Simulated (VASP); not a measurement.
A run of VASP 6.6.1 is set up as follows.

File INCAR:

```
PREC = Accurate ; ENCUT = 520
EDIFF = 1E-6 ; ISMEAR = 0
SIGMA = 0.15 ; LREAL = False
LASPH = True ; NELM = 100
ALGO = Fast ; ISIF = 2
LWAVE = False ; LCHARG = False
NBANDS = 21
```

The input KPOINTS:

```
Automatic mesh
0
Gamma
  16 16 12
```

File POSCAR:

```
W
1.0
    0.0000000000     -1.9862702900     -1.9862702900
    0.0000000000      1.9862702900     -1.9862702900
    3.9725405800      0.0000000000      0.0000000000
W
2
Direct
    0.5203396286      0.4796603714      0.4863059926
   -0.0203396286      0.0203396286      0.0136940074
```

Potentials or basis: VASP PAW LDA potentials, release 64 (W_sv).

The run is started by

```bash
$ cat potpaw_LDA.64/W_sv/POTCAR > POTCAR
$ mpirun -np 1 vasp_std > vasp.out
```

Problem. What does it give for the band gap on the k mesh?

Solution. Zero (band 14 reaches 14.48 eV, above the bottom of band 15 at 10.50 eV).

Problem. Estimate the pressure.

Solution. 5.1 GPa.

Stress tensor (GPa, compression positive):
```
 2.46 -3.35  0.00
-3.35  4.71  0.00
 0.00  0.00  8.20
```

Caveat: the cell differs from its parent crystal (mode 4 frozen in at -0.081 Å and mode 6 at -0.054 Å (largest displacements)); spin-orbit coupling is left out, which moves the levels of the heavy elements; forces of over 1 eV/Å act on the atoms, so gaps and moduli don't describe the material at rest.
